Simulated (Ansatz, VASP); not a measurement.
## Te2Mo in VASP and in Ansatz

```
Te Mo
1.0
     3.34389   -3.45892    0.00000
     3.34389    3.45892    0.00000
     0.00000    0.00000    4.47162
Te Mo
2 1
Direct
  0.00000 0.50000 0.00000
  0.50000 0.00000 0.00000
  0.00000 0.00000 0.00000
```

Alike in both runs: task relaxation of cell and atoms; functional PBE; k mesh 4 × 4 × 4; occupations gaussian, width 0.1 eV; no spin polarisation.

|  | VASP | Ansatz |
| --- | --- | --- |
| version | VASP 6.6.1 | Ansatz 0.2.0 |
| potentials or method | VASP PAW PBE potentials, release 64 (Te, Mo_sv), cutoff 600 eV | scalar-relativistic, plane waves, PAW |
| valence electrons in the cell | 26 | 46 |

|  | VASP | Ansatz | Ansatz less VASP |
| --- | --- | --- | --- |
| gap on the k mesh at the Fermi level, each at its own relaxed structure (eV) | none | none | - |
| relaxed volume (Å³/atom) | 29.03 | 30.15 | +1.126 |
| relaxed cell length with the largest relative difference (Å) | 3.005 | 3.282 | +0.2770 |

A gap of «none» marks a metal or a gap that the smearing closes. One of these differences is far larger than is usual between the two programs; its cause wasn't traced. VASP's potentials hold 26 valence electrons a cell and Ansatz's 46, so a difference there can come from the potentials and not from the codes.

Neither program's run includes spin-orbit coupling. Noted on VASP's run: the volume moved by over 15 % at a fixed basis, so the end points are rough.
